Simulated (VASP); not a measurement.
# Si7WO16 (a cell with a defect) in VASP: notebook, part 2 of 2

VASP 6.6.1.

## Step 3: Single point, PBE

The input, INCAR:

```
PREC = Accurate ; ENCUT = 520
EDIFF = 1E-6 ; ISMEAR = -1
SIGMA = 0.01 ; LREAL = F
LASPH = T ; NELM = 120
ALGO = Normal ; ISIF = 2
LWAVE = F ; LCHARG = F
GGA = PE ; NELECT = 136.0
NBANDS = 87 ; GGA_COMPAT = F
```

The input, KPOINTS:

```
Automatic mesh
0
Gamma
  1 1 1
```

The input, POSCAR:

```
Si7WO16
1.0
    0.0000000000      5.0813926894      7.0944098913
    5.0813926894      0.0000000000      7.0944098913
    5.0813926894      5.0813926894      0.0000000000
Si W O
7 1 16
Direct
    0.2481805199      0.2516321070      0.4492255066
    0.7529570707      0.7478926277      0.9486053087
    0.0417434887      0.6879847166      0.1531831155
    0.5901757264      0.1518280224      0.6057271065
    0.4107526408      0.8478176774      0.3472404701
    0.9592679876      0.3116199889      0.8825595645
    0.0003919826     -0.0001608958      0.3068918793
    0.5004483784      0.4999283644      0.8002800248
    0.1110391029      0.2162972586      0.6762427532
    0.5812796578      0.7380971264      0.1532875032
    0.4827866287      0.3264004858      0.7550937251
    0.9606000763      0.8565536817      0.2726621207
    0.4202606719      0.2611830339      0.4719363724
    0.8906275508      0.7827828484      1.0028082928
    0.2070866058      0.8546358908      0.4056479341
    0.7285787712      0.3593115390      0.8988371500
    0.0396508293      0.1438047623      0.0900094678
    0.5178266442      0.6737245550      0.5640547367
    0.3691684270      0.0595846241      0.3365237459
    0.9040100703      0.5322170904      0.8645605300
    0.2728074507      0.6399209984      0.9870858725
    0.7942804566      0.1444029842      0.4679774127
    0.0968132099      0.4675994830      0.3010350660
    0.6311916531      0.9403359628      0.7654712272
```

Potentials or basis: VASP PAW PBE potentials, release 64 (Si, W_sv, O).

The run is started by

```console
$ cat potpaw_PBE.64/Si/POTCAR potpaw_PBE.64/W_sv/POTCAR potpaw_PBE.64/O/POTCAR > POTCAR
$ mpirun -np 1 vasp_gam > vasp.out
```

OUTCAR:

```text
PREC = Accurate
   ENCUT = 520
   EDIFF = 1E-6
   ISMEAR = -1
   LREAL = F
   LASPH = T
   NELM = 120
   ISIF = 2
   GGA = PE
   NELECT = 136.0

 ion  position               nearest neighbor table
   1  0.248  0.252  0.449-  23 1.63  19 1.63   9 1.63  13 1.63   4 3.07   6 3.08   5 3.10   3 3.11

   2  0.753  0.748  0.949-  20 1.63  24 1.63  14 1.63  10 1.63   5 3.07   3 3.08   4 3.10   6 3.11

   3  0.042  0.688  0.153-  12 1.60  23 1.60  14 1.61  21 1.73   2 3.08   7 3.10   1 3.11
   4  0.590  0.152  0.606-  24 1.60  13 1.61  22 1.61  11 1.73   7 2.99   1 3.07   2 3.10
   5  0.411  0.848  0.347-  19 1.60  10 1.61  15 1.61  18 1.73   7 2.99   2 3.07   1 3.10
   6  0.959  0.312  0.883-  17 1.60  20 1.60   9 1.61  16 1.73   1 3.08   7 3.10   2 3.11
   7  0.000  1.000  0.307-  17 1.63  12 1.63  15 1.63  22 1.63   4 2.99   5 2.99   3 3.10   6 3.10

   8  0.500  0.500  0.800-  18 1.78  11 1.78  16 1.79  21 1.79
   9  0.111  0.216  0.676-   6 1.61   1 1.63
  10  0.581  0.738  0.153-   5 1.61   2 1.63
  11  0.483  0.326  0.755-   4 1.73   8 1.78
  12  0.961  0.857  0.273-   3 1.60   7 1.63
  13  0.420  0.261  0.472-   4 1.61   1 1.63
  14  0.891  0.783  0.003-   3 1.61   2 1.63
[... 8 lines left out ...]
  23  0.097  0.468  0.301-   3 1.60   1 1.63
  24  0.631  0.940  0.765-   4 1.60   2 1.63

  LATTYP: Found a body centered tetragonal cell.
 ALAT       =     7.1861744571
 C/A-ratio  =     1.9744608021

  Lattice vectors:

 A1 = (  -5.0813926894,   0.0000000000,   7.0944098913)
 A2 = (   5.0813926894,   0.0000000000,   7.0944098913)
 A3 = (   0.0000000000,   5.0813926894,  -7.0944098913)

Analysis of symmetry for initial positions (statically):
=====================================================================
 Subroutine PRICEL returns:
 Original cell was already a primitive cell.

 Routine SETGRP: Setting up the symmetry group for a
 body centered tetragonal supercell.

[... 160 lines left out ...]
  Fermi-wavevector in a.u.,A,eV,Ry     =   1.176568  2.223392 18.834727  1.384313
  Thomas-Fermi vector in A             =   2.312930
   LORBIT       =      0    0 simple, 1 ext, 2 COOP (PROOUT), +10 PAW based schemes
   GGA     = PE    functional components
   LHFCALC =     F    Hartree Fock is set to
   AEXX    =    0.0000 exact exchange contribution
   IVDW    =     0    specifies the selected vdW correction
   LEPSILON=     F    determine dielectric tensor
   LRPA    =     F    only Hartree local field effects (RPA)
 non-spin polarized calculation
  energy-cutoff  :      520.00
  volume of cell :      366.36
 maximum number of plane-waves:      4932
 NGX is ok and might be reduce to    70
   NGX = 33   NGY = 33   NGZ = 27

 number of electron     136.0000002 magnetization

 Free energy of the ion-electron system (eV)
  ---------------------------------------------------
  ext. energy  EPLUGINS =         0.00000000
  ---------------------------------------------------
  free energy    TOTEN  =      -198.23839278 eV

  energy without entropy =     -198.23839278  energy(sigma->0) =     -198.23839278

 E-fermi :   0.2541     XC(G=0):  -8.2128

 val. band max:       -0.1723561271   @ k =   0.0000   0.0000   0.0000
 cond. band min:       3.0809629033   @ k =   0.0000   0.0000   0.0000
 fundamental gap:      3.2533190303
 Fermi energy:         0.2541334977

 k-point     1 :       0.0000    0.0000    0.0000
  band No.  band energies     occupation
      1     -75.3258      2.00000
      2     -39.7221      2.00000
      3     -39.6686      2.00000
      4     -39.6601      2.00000
      5     -19.3842      2.00000
      6     -18.7706      2.00000
[... 72 lines left out ...]
     79       8.9765      0.00000
     80       9.1515      0.00000
 [bands above 80 left out]

------------------------ aborting loop because EDIFF is reached ----------------------------------------

  FORCE on cell =-STRESS in cart. coord.  units (eV):
  Direction    XX          YY          ZZ          XY          YZ          ZX
  --------------------------------------------------------------------------------------
  -------------------------------------------------------------------------------------
  Total      -10.9016439    -10.8925236    -11.0890864     -0.0944084      0.2388014     -0.2652502
  in kB      -47.6750089    -47.6351245    -48.4947314     -0.4128664      1.0443251     -1.1599908
  external PRESSURE =     -47.9349549 kB  Pullay stress =       0.0000000 kB

 VOLUME and BASIS-vectors are now :
 -----------------------------------------------------------------------------
  energy-cutoff  :      520.00
  volume of cell :      366.36
      direct lattice vectors                 reciprocal lattice vectors
     0.000000000  5.081392689  7.094409891    -0.098398221  0.098398221  0.070478025
     5.081392689  0.000000000  7.094409891     0.098398221 -0.098398221  0.070478025
     5.081392689  5.081392689  0.000000000     0.098398221  0.098398221 -0.070478025

 POSITION                                       TOTAL-FORCE (eV/Angst)
 -----------------------------------------------------------------------------------
      3.56133      3.54379      3.54588        -0.038819     -0.020631      0.003270
      8.62057      8.64631     10.64764        -0.017767     -0.038053     -0.004792
      4.27430      0.99050      5.17699         0.031734     -0.025009      0.027809
      3.84944      6.07685      5.26408         0.032261     -0.019550     -0.005257
      6.07256      3.85166      8.92881        -0.022682      0.035067      0.002089
      6.06810      9.35905      9.01620        -0.030065      0.031630     -0.026215
[... 16 lines left out ...]
      3.90573      2.02162      4.00417        -0.018006      0.035014      0.007235
      8.66788      7.09699     11.14906        -0.006101      0.032885      0.000409
 -----------------------------------------------------------------------------------
    total drift:                                0.000645     -0.000023     -0.000137

  FREE ENERGIE OF THE ION-ELECTRON SYSTEM (eV)
  ---------------------------------------------------
  free  energy   TOTEN  =      -198.2383927789 eV

  energy  without entropy=     -198.2383927789  energy(sigma->0) =     -198.23839278
```

Wall time 63 s (1 thread of Intel Xeon Platinum 8488C (Sapphire Rapids), shared host); peak memory 0.57 GiB.

Results:

* Free energy: -198.2384 eV
* Largest force: 0.371 eV/Å

Forces on the atoms (eV/Å):
```
Si  -0.039 -0.021  0.003
Si  -0.018 -0.038 -0.005
Si   0.032 -0.025  0.028
Si   0.032 -0.020 -0.005
Si  -0.023  0.035  0.002
Si  -0.030  0.032 -0.026
Si   0.021  0.023  0.000
W    0.041  0.051 -0.006
O    0.015  0.001  0.004
O    0.007  0.014  0.022
O   -0.271 -0.077 -0.227
O   -0.014 -0.005  0.005
O    0.014  0.007 -0.026
O   -0.001  0.014 -0.002
O   -0.002 -0.018  0.020
O   -0.044  0.332  0.155
O   -0.008 -0.017 -0.002
O   -0.072 -0.272  0.225
O    0.032 -0.008  0.007
O    0.039 -0.023 -0.006
O    0.334 -0.049 -0.154
O   -0.021 -0.005 -0.019
O   -0.018  0.035  0.007
O   -0.006  0.033  0.000
```

Levels at points of the mesh, in eV from the Fermi level:
```csv
k point,band 66,band 67,band 68,band 69,band 70,band 71
"(0.00, 0.00, 0.00)",-0.70,-0.68,-0.43,2.83,3.02,4.31
```

Caveat: the k points lie up to 0.98 Å⁻¹ apart; the cell carries a net charge on a neutralising background, which shifts energy and pressure; the cell is charged against a uniform background, so pressure and absolute levels hang on convention; spin-orbit coupling is left out, which moves the levels of the heavy elements.

## Step 4: Single point, PBE

The input, INCAR:

```
  PREC = Accurate
  ENCUT = 520
  EDIFF = 1E-6
  ISMEAR = 0
  SIGMA = 0.01
  LREAL = False
  LASPH = True
  NELM = 120
  ALGO = Normal
  ISIF = 2
  LWAVE = False
  LCHARG = False
  GGA = PE
  NBANDS = 87
  GGA_COMPAT = False
```

The input, KPOINTS:

```
Automatic mesh
0
Gamma
  1 1 1
  0.25 0.25 0.25
```

The input, POSCAR:

```
Si7WO16
1.0
    0.0000000000      5.0813926900      7.0944098900
    5.0813926900      0.0000000000      7.0944098900
    5.0813926900      5.0813926900      0.0000000000
Si W O
7 1 16
Direct
    0.2690812932      0.2547661132      0.4412536074
    0.7305353314      0.7468456860      0.9646046167
    0.0459684871      0.6891495970      0.1317015696
    0.5892273255      0.1494427744      0.6312895124
    0.4103291999      0.8519605125      0.3693032764
    0.9536179264      0.3124157576      0.8667219930
   -0.0002277402      0.0006708118      0.3065840094
    0.4996029212      0.5003861973      0.7821906631
    0.1519546710      0.2136432744      0.6793706911
    0.5583765473      0.7394732736      0.1690794561
    0.4975863007      0.2777222365      0.8115876754
    0.9888410190      0.8430031752      0.2575249101
    0.4404286845      0.2628325531      0.4670806953
    0.8465683635      0.7887397322      1.0452112769
    0.1976102251      0.8787900790      0.4089147192
    0.7770153294      0.3377964976      0.8027323273
    0.0114618160      0.1576792630      0.0887190928
    0.5020615507      0.7226334655      0.5858381409
    0.3735173464      0.0722642370      0.3226882321
    0.8869740721      0.5313204658      0.8798588648
    0.2214447479      0.6645110000      0.9155312119
    0.8016731069      0.1230102372      0.4845517028
    0.1137558046      0.4693860528      0.2959013127
    0.6273819431      0.9282996562      0.7668734333
```

The run is started by

```console
$ cat potpaw_PBE.64/Si/POTCAR potpaw_PBE.64/W_sv/POTCAR potpaw_PBE.64/O/POTCAR > POTCAR
$ mpirun -np 1 vasp_std > vasp.out
```

It took 3.5 min on 1 thread of Intel Xeon Platinum 8488C (Sapphire Rapids), shared host; peak memory 0.63 GiB.

The run converged. Its results:

| Item | Value |
| --- | --- |
| Free energy | -191.9062 eV |
| Pressure | 1.7 GPa |
| Largest force | 0.212 eV/Å |
| Band gap on the k mesh | 1.22 eV |

Forces on the atoms (eV/Å):
```
Si  -0.002 -0.009  0.001
Si  -0.021  0.009  0.001
Si   0.037 -0.021 -0.009
Si   0.013 -0.024  0.011
Si  -0.023 -0.012 -0.003
Si  -0.023  0.033  0.010
Si   0.008  0.019 -0.004
W    0.056  0.013  0.025
O   -0.006 -0.011  0.014
O    0.003  0.001  0.018
O   -0.131  0.021 -0.165
O    0.003  0.007  0.014
O    0.006  0.014 -0.026
O   -0.014 -0.009 -0.021
O    0.003 -0.004  0.016
O   -0.095  0.130  0.075
O    0.003 -0.002 -0.010
O    0.033 -0.064  0.139
O    0.003  0.004 -0.006
O    0.020 -0.017 -0.006
O    0.118 -0.080 -0.073
O   -0.009 -0.001 -0.011
O    0.003  0.007  0.011
O    0.017 -0.002 -0.002
```

Stress tensor (GPa, compression positive):
```
 0.69 -3.19 -0.77
-3.19  0.77  0.76
-0.77  0.76  3.74
```

Levels at points of the mesh, in eV from the valence-band top:
```
           k point  band 66  band 67  band 68  band 69  band 70  band 71  band 72  band 73
(0.25, 0.25, 0.25)    -3.75    -3.71    -3.55     0.00     1.22     1.60     1.72     2.65
```

Caveat: the k points lie up to 0.98 Å⁻¹ apart; spin-orbit coupling is left out, which moves the levels of the heavy elements.
